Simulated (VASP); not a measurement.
# CdS (F-43m) in VASP: notebook

The runs below take CdS through single point, with r2SCAN, PBE.

All numbers are computed with VASP 6.6.1; they aren't measurements. Logs are shortened: lines on timing, memory, paths and dates and some standing lists are left out, and cuts for length are marked.

## (1) The cell of the first run

The structure is cubic, space group F-43m (No. 216). The conventional cell has a = 5.878 Å, b = 5.878 Å, c = 5.878 Å, α = 90.00°, β = 90.00°, γ = 90.00°. Cd (site symmetry -43m) has 4 S at 2.55 Å within 3.4 Å. S (site symmetry -43m) has 4 Cd at 2.55 Å within 3.4 Å.

## (2) Single point, r2SCAN

Input file POSCAR:

```
CdS
1.0
    0.0000000000      2.9392148419      2.9392148419
    2.9392148419      0.0000000000      2.9392148419
    2.9392148419      2.9392148419      0.0000000000
Cd S
1 1
Direct
    0.0000000000      0.0000000000      0.0000000000
    0.2500000000      0.2500000000      0.2500000000
```

Input file INCAR.step1:

```
SYSTEM = CdS
PREC = Accurate
ENCUT = 550
ISMEAR = 0
SIGMA = 0.01
LREAL = .False.
LASPH = .True.
NELM = 120
NBANDS = 16
GGA = PE
ALGO = Normal
EDIFF = 1E-5
LWAVE = .True.
LCHARG = .False.
GGA_COMPAT = .False.
```

Input file INCAR.step2:

```
SYSTEM = CdS
PREC = Accurate
ENCUT = 550
EDIFF = 1E-6
ISMEAR = 0
SIGMA = 0.01
LREAL = .False.
LASPH = .True.
NELM = 120
ALGO = Normal
ISIF = 2
LWAVE = .False.
LCHARG = .False.
METAGGA = R2SCAN
LMIXTAU = .True.
NBANDS = 16
ISTART = 1
GGA_COMPAT = .False.
```

Input file KPOINTS:

```
Automatic mesh
0
Gamma
  6 6 6
  0 0 0
```

Potentials or basis: VASP PAW PBE potentials, release 64 (Cd, S).

Command:

```console
> cat potpaw_PBE.64/Cd/POTCAR potpaw_PBE.64/S/POTCAR > POTCAR
> cp INCAR.step1 INCAR
> mpirun -np 1 vasp_std > vasp.out
> cp INCAR.step2 INCAR
> mpirun -np 1 vasp_std > vasp.out
```

OUTCAR:

```text
SYSTEM = CdS
   PREC = Accurate
   ENCUT = 550
   EDIFF = 1E-6
   ISMEAR = 0
   LREAL = .False.
   LASPH = .True.
   NELM = 120
   ISIF = 2
   METAGGA = R2SCAN
   ISTART = 1

 ion  position               nearest neighbor table
   1  0.000  0.000  0.000-   2 2.55   2 2.55   2 2.55   2 2.55
   2  0.250  0.250  0.250-   1 2.55   1 2.55   1 2.55   1 2.55

  LATTYP: Found a face centered cubic cell.
 ALAT       =     5.8784296838

  Lattice vectors:

 A1 = (   0.0000000000,   2.9392148419,   2.9392148419)
 A2 = (   2.9392148419,   0.0000000000,   2.9392148419)
 A3 = (   2.9392148419,   2.9392148419,   0.0000000000)

Analysis of symmetry for initial positions (statically):
=====================================================================
 Subroutine PRICEL returns:
 Original cell was already a primitive cell.

 Routine SETGRP: Setting up the symmetry group for a
 face centered cubic supercell.

 Subroutine GETGRP returns: Found 24 space group operations
 (whereof 24 operations were pure point group operations)
 out of a pool of 48 trial point group operations.

The static configuration has the point symmetry T_d .

Analysis of symmetry for dynamics (positions and initial velocities):
=====================================================================
 Subroutine PRICEL returns:
 Original cell was already a primitive cell.

 Routine SETGRP: Setting up the symmetry group for a
 face centered cubic supercell.

 Subroutine GETGRP returns: Found 24 space group operations
 (whereof 24 operations were pure point group operations)
 out of a pool of 48 trial point group operations.

The dynamic configuration has the point symmetry T_d .

 Subroutine INISYM returns: Found 24 space group operations
 (whereof 24 operations are pure point group operations),
 and found     1 'primitive' translations

----------------------------------------------------------------------------------------

                                     Primitive cell

  volume of cell :      50.7837

  direct lattice vectors                    reciprocal lattice vectors
     0.000000000  2.939214842  2.939214842    -0.170113458  0.170113458  0.170113458
     2.939214842  0.000000000  2.939214842     0.170113458 -0.170113458  0.170113458
     2.939214842  2.939214842  0.000000000     0.170113458  0.170113458 -0.170113458

  length of vectors
     4.156677492  4.156677492  4.156677492     0.294645152  0.294645152  0.294645152

  position of ions in fractional coordinates (direct lattice)
     0.000000000  0.000000000  0.000000000
     0.250000000  0.250000000  0.250000000

  ion indices of the primitive-cell ions
   primitive index   ion index
                 1           1
                 2           2

----------------------------------------------------------------------------------------

 KPOINTS: Automatic mesh

Automatic generation of k-mesh.
 Grid dimensions read from file:
 generate k-points for:    6    6    6

 Generating k-lattice:

  Cartesian coordinates                     Fractional coordinates (reciprocal lattice)
    -0.028352243  0.028352243  0.028352243     0.166666667  0.000000000  0.000000000
     0.028352243 -0.028352243  0.028352243     0.000000000  0.166666667  0.000000000
     0.028352243  0.028352243 -0.028352243     0.000000000  0.000000000  0.166666667

  Length of vectors
     0.049107525  0.049107525  0.049107525

  Shift w.r.t. Gamma in fractional coordinates (k-lattice)
     0.000000000  0.000000000  0.000000000

 Subroutine IBZKPT returns following result:
 ===========================================

 Found     16 irreducible k-points:

 Following reciprocal coordinates:
            Coordinates               Weight
  0.000000  0.000000  0.000000      1.000000
  0.166667  0.000000  0.000000      8.000000
  0.333333  0.000000  0.000000      8.000000
  0.500000  0.000000  0.000000      4.000000
  0.166667  0.166667  0.000000      6.000000
  0.333333  0.166667  0.000000     24.000000
[... 8 lines left out ...]
 -0.333333  0.333333  0.166667     24.000000
 -0.333333  0.500000  0.166667     12.000000
   k-points           NKPTS =     16   k-points in BZ     NKDIM =     16   number of bands    NBANDS=     16
   number of dos      NEDOS =    301   number of ions     NIONS =      2
   total plane-waves  NPLWV =  32768
   dimension x,y,z NGX =    32 NGY =   32 NGZ =   32
   dimension x,y,z NGXF=    64 NGYF=   64 NGZF=   64
   ions per type =               1   1
   NGX,Y,Z   is equivalent  to a cutoff of  12.80, 12.80, 12.80 a.u.
   NGXF,Y,Z  is equivalent  to a cutoff of  25.60, 25.60, 25.60 a.u.
 SYSTEM =  CdS
   PREC   = accura    normal or accurate (medium, high low for compatibility)
   ISTART =      1    job   : 0-new  1-cont  2-samecut
   ICHARG =      0    charge: 1-file 2-atom 10-const
   ISPIN  =      1    spin polarized calculation?
   LNONCOLLINEAR =      F non collinear calculations
   LSORBIT =      F    spin-orbit coupling
   LASPH  =      T    aspherical Exc in radial PAW
   ENCUT  =  550.0 eV  40.42 Ry    6.36 a.u.   7.95  7.95  7.95*2*pi/ulx,y,z
   NELM   =    120;   NELMIN=  2; NELMDL=  0     # of ELM steps
   EDIFF  = 0.1E-05   stopping-criterion for ELM
   LREAL  =      F    real-space projection
   EDIFFG = 0.1E-04   stopping-criterion for IOM
   NSW    =      0    number of steps for IOM
   IBRION =     -1    ionic relax: 0-MD 1-quasi-New 2-CG
   NFREE  =      0    steps in history (QN), initial steepest desc. (CG)
   ISIF   =      2    stress and relaxation
   ISYM   =      2    0-nonsym 1-usesym 2-fastsym
   POTIM  = 0.5000    time-step for ionic-motion
   TEBEG  =    0.0;   TEEND  =   0.0 temperature during run
   PSTRESS=    0.0 pullay stress
   NELECT =      18.0000    total number of electrons
   NUPDOWN=      -1.0000    fix difference up-down
   EMIN   =  10.00;   EMAX   =-10.00  energy-range for DOS
   EFERMI =   0.00;   METHOD = LEGACY
   ISMEAR =     0;   SIGMA  =   0.01  broadening in eV -4-tet -1-fermi 0-gaus
   EFERMI_NEDOS =   21; number of points for ismear=-14 and -15
   IALGO  =     38    algorithm
   IMIX   =      4    mixing-type and parameters
     AMIX     =   0.40;   BMIX     =  1.00
     AMIX_MAG =   1.60;   BMIX_MAG =  1.00
  volume/ion in A,a.u.               =      25.39       171.35
  Fermi-wavevector in a.u.,A,eV,Ry     =   1.158575  2.189390 18.263062  1.342297
  Thomas-Fermi vector in A             =   2.295176
   LORBIT       =      0    0 simple, 1 ext, 2 COOP (PROOUT), +10 PAW based schemes
   METAGGA = R2SCAN    functional components
   LHFCALC =     F    Hartree Fock is set to
   AEXX    =    0.0000 exact exchange contribution
   IVDW    =     0    specifies the selected vdW correction
   LEPSILON=     F    determine dielectric tensor
   LRPA    =     F    only Hartree local field effects (RPA)
 non-spin polarized calculation
 Gauss-broadening in eV      SIGMA  =   0.01
  energy-cutoff  :      550.00
  volume of cell :       50.78
 maximum number of plane-waves:      1524
   NGX = 15   NGY = 15   NGZ = 15

 number of electron      18.0000005 magnetization

 Free energy of the ion-electron system (eV)
  ---------------------------------------------------
  ext. energy  EPLUGINS =         0.00000000
  ---------------------------------------------------
  free energy    TOTEN  =       -29.68434416 eV

  energy without entropy =      -29.68434416  energy(sigma->0) =      -29.68434416

 E-fermi :   0.9719     XC(G=0):  -9.6185

 val. band max:        0.8540567694   @ k =   0.0000   0.0000   0.0000
 cond. band min:       2.3915462967   @ k =   0.0000   0.0000   0.0000
 fundamental gap:      1.5374895274
 Fermi energy:         0.9719163864

 k-point     1 :       0.0000    0.0000    0.0000
  band No.  band energies     occupation
      1     -11.8769      2.00000
      2      -7.0335      2.00000
      3      -7.0335      2.00000
      4      -7.0335      2.00000
      5      -6.5531      2.00000
      6      -6.5531      2.00000
[... 8 lines left out ...]
     15      12.8287      0.00000
     16      12.8287      0.00000

 k-point     2 :       0.1667    0.0000    0.0000
  band No.  band energies     occupation
      1     -11.7753      2.00000
      2      -6.9962      2.00000
      3      -6.9962      2.00000
      4      -6.9283      2.00000
      5      -6.5535      2.00000
      6      -6.5535      2.00000
[... 8 lines left out ...]
     15      12.0054      0.00000
     16      13.0753      0.00000

 k-point     3 :       0.3333    0.0000    0.0000
  band No.  band energies     occupation
      1     -11.5711      2.00000
      2      -6.9344      2.00000
      3      -6.9344      2.00000
      4      -6.5559      2.00000
      5      -6.5371      2.00000
      6      -6.5371      2.00000
[... 8 lines left out ...]
     15      12.4702      0.00000
     16      12.4702      0.00000

 k-point     4 :       0.5000    0.0000    0.0000
  band No.  band energies     occupation
      1     -11.4696      2.00000
      2      -6.9123      2.00000
      3      -6.9123      2.00000
      4      -6.5175      2.00000
      5      -6.5175      2.00000
      6      -6.1875      2.00000
[... 8 lines left out ...]
     15      13.9823      0.00000
     16      13.9823      0.00000
[... 172 lines left out ...]
 k-point    14 :       0.5000    0.3333    0.1667
  band No.  band energies     occupation
      1     -11.4408      2.00000
      2      -6.8442      2.00000
      3      -6.8348      2.00000
      4      -6.6441      2.00000
      5      -6.5146      2.00000
      6      -6.2684      2.00000
[... 8 lines left out ...]
     15      14.4421      0.00000
     16      14.7088      0.00000

 k-point    15 :      -0.3333    0.3333    0.1667
  band No.  band energies     occupation
      1     -11.3763      2.00000
      2      -6.8365      2.00000
      3      -6.7987      2.00000
      4      -6.5919      2.00000
      5      -6.5349      2.00000
      6      -6.0195      2.00000
[... 8 lines left out ...]
     15      13.8789      0.00000
     16      14.7829      0.00000

 k-point    16 :      -0.3333    0.5000    0.1667
  band No.  band energies     occupation
      1     -11.3447      2.00000
      2      -6.7970      2.00000
      3      -6.7619      2.00000
      4      -6.6314      2.00000
      5      -6.5123      2.00000
      6      -5.9902      2.00000
[... 8 lines left out ...]
     15      14.6694      0.00000
     16      14.7250      0.00000

------------------------ aborting loop because EDIFF is reached ----------------------------------------

  FORCE on cell =-STRESS in cart. coord.  units (eV):
  Direction    XX          YY          ZZ          XY          YZ          ZX
  --------------------------------------------------------------------------------------
  -------------------------------------------------------------------------------------
  Total        0.0886371      0.0886371      0.0886371      0.0000000     -0.0000000     -0.0000000
  in kB        2.7964169      2.7964169      2.7964169      0.0000000     -0.0000000     -0.0000000
  external PRESSURE =       2.7964169 kB  Pullay stress =       0.0000000 kB

 VOLUME and BASIS-vectors are now :
 -----------------------------------------------------------------------------
  energy-cutoff  :      550.00
  volume of cell :       50.78
      direct lattice vectors                 reciprocal lattice vectors
     0.000000000  2.939214842  2.939214842    -0.170113458  0.170113458  0.170113458
     2.939214842  0.000000000  2.939214842     0.170113458 -0.170113458  0.170113458
     2.939214842  2.939214842  0.000000000     0.170113458  0.170113458 -0.170113458

 POSITION                                       TOTAL-FORCE (eV/Angst)
 -----------------------------------------------------------------------------------
      0.00000      0.00000      0.00000         0.000000      0.000000      0.000000
      1.46961      1.46961      1.46961        -0.000000     -0.000000     -0.000000
 -----------------------------------------------------------------------------------
    total drift:                                0.000000      0.000000      0.000000

  FREE ENERGIE OF THE ION-ELECTRON SYSTEM (eV)
  ---------------------------------------------------
  free  energy   TOTEN  =       -29.6843441554 eV

  energy  without entropy=      -29.6843441554  energy(sigma->0) =      -29.68434416
```

Run time: 23 s. Hardware: 1 thread of Intel Xeon 6975P-C (Granite Rapids), shared host; peak memory 0.18 GiB.

What came out:

| Quantity | Value |
| --- | --- |
| Free energy | -29.6843 eV |
| Pressure | 0.3 GPa |
| Band gap on the k mesh | 1.54 eV |

Levels at points of the mesh, in eV from the valence-band top:
```
           k point  band 7  band 8  band 9  band 10  band 11  band 12
(0.00, 0.00, 0.00)    0.00    0.00    0.00     1.54     7.08     7.08
(0.50, 0.00, 0.00)   -4.32   -0.73   -0.73     3.44     7.48     7.48
(0.50, 0.50, 0.00)   -3.88   -1.84   -1.84     3.88     4.73     9.69
```

Caveat: the PAW data sets were made with another functional, which shifts forces and pressure a little.

## (3) Single point, r2SCAN (26.15 Å³/atom)

This run uses another cell than the first one, of 26.15 Å³/atom.

Input file POSCAR:

```
CdS
1.0
    0.0000000000      2.9683178717      2.9683178717
    2.9683178717      0.0000000000      2.9683178717
    2.9683178717      2.9683178717      0.0000000000
Cd S
1 1
Direct
    0.0000000000      0.0000000000      0.0000000000
    0.2500000000      0.2500000000      0.2500000000
```

Input file INCAR.step1:

```
ALGO = Normal
EDIFF = 1E-5
ENCUT = 550
GGA = PE
GGA_COMPAT = False
ISMEAR = 0
LASPH = True
LCHARG = False
LREAL = False
LWAVE = True
NBANDS = 16
NELM = 120
PREC = Accurate
SIGMA = 0.01
```

Input file INCAR.step2:

```
ALGO = Normal
EDIFF = 1E-6
ENCUT = 550
GGA_COMPAT = False
ISIF = 2
ISMEAR = 0
ISTART = 1
LASPH = True
LCHARG = False
LMIXTAU = True
LREAL = False
LWAVE = False
METAGGA = R2SCAN
NBANDS = 16
NELM = 120
PREC = Accurate
SIGMA = 0.01
```

Input file KPOINTS:

```
k-points
0
Gamma
  6 6 6
```

Potentials or basis: VASP PAW PBE potentials, release 64 (Cd, S).

Command:

```console
> cat potpaw_PBE.64/Cd/POTCAR potpaw_PBE.64/S/POTCAR > POTCAR
> cp INCAR.step1 INCAR
> mpirun -np 1 vasp_std > vasp.out
> cp INCAR.step2 INCAR
> mpirun -np 1 vasp_std > vasp.out
```

It took 28 s on 1 thread of Intel Xeon 6975P-C (Granite Rapids), shared host; peak memory 0.19 GiB.

The run converged. Its results:

```yaml
Free_energy: -29.6790 eV
Pressure: -1.4 GPa
Band_gap_on_the_k_mesh: 1.47 eV
```

Levels at points of the mesh, in eV from the valence-band top:
```csv
k point,band 7,band 8,band 9,band 10,band 11,band 12
"(0.00, 0.00, 0.00)",0.00,0.00,0.00,1.47,7.08,7.08
"(0.50, 0.00, 0.00)",-4.14,-0.69,-0.69,3.39,7.47,7.47
"(0.50, 0.50, 0.00)",-3.74,-1.74,-1.74,3.92,4.68,9.55
```

Caveat: the PAW data sets were made with another functional, which shifts forces and pressure a little.

(Continued in part 2 of 2.)
